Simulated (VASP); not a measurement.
A run of VASP 6.6.1 is set up as follows.

File INCAR:

```
ALGO     = Normal         # electronic algorithm
EDIFF    = 1E-6           # SCF threshold, eV
ENCUT    = 520            # plane-wave cutoff, eV
GGA      = CA             # functional
ISIF     = 2              # what is computed and relaxed
ISMEAR   = -1             # smearing method
LASPH    = T              # aspherical terms in the spheres
LCHARG   = T              # write CHGCAR
LELF     = T              # ELF
LREAL    = F              # projectors in reciprocal space
LVHAR    = T            
LWAVE    = F              # write WAVECAR
NBANDS   = 8              # bands
NELM     = 80             # most SCF steps
PREC     = Accurate       # precision mode
SIGMA    = 0.03           # smearing width, eV
```

The input KPOINTS:

```
k-points
0
Gamma
  17 17 17
```

POSCAR

```
Al
1.0
    0.0000000000      2.0103958323      2.0103958323
    2.0103958323      0.0000000000      2.0103958323
    2.0103958323      2.0103958323      0.0000000000
Al
1
Direct
    0.0000000000      0.0000000000      0.0000000000
```

Potentials or basis: VASP PAW LDA potentials, release 64 (Al).

Launch:

```sh
$ cat potpaw_LDA.64/Al/POTCAR > POTCAR
$ mpirun -np 1 vasp_std > vasp.out
```

Question: Estimate the pressure.

Answer: -2.2 GPa.

Question: What does it give for the band gap on the k mesh?

Answer: Zero (an odd number of electrons rules out a gap without spin polarisation).
